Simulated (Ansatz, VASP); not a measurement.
One calculation of Hg, two programs

```
Hg
1.0
     0.00000    3.83933    3.83933
     3.83933    0.00000    3.83933
     3.83933    3.83933    0.00000
Hg
2
Direct
  0.00000 0.00000 0.00000
  0.25000 0.25000 0.25000
```

Alike in both runs: task single point; functional PBE; k mesh 10 × 10 × 10; occupations fermi-dirac, width 0.03 eV; no spin polarisation.

```csv
,VASP,Ansatz
version,VASP 6.6.1,Ansatz 0.2.0
potentials or method,"VASP PAW PBE potentials, release 64 (Hg), cutoff 520 eV","all-electron LAPW, scalar-relativistic"
```

```csv
,VASP,Ansatz,Ansatz less VASP
pressure (GPa),0.0,0.0,0.00
```

Ansatz ran all-electron here, and VASP with PAW potentials.

Spin-orbit coupling is off throughout.
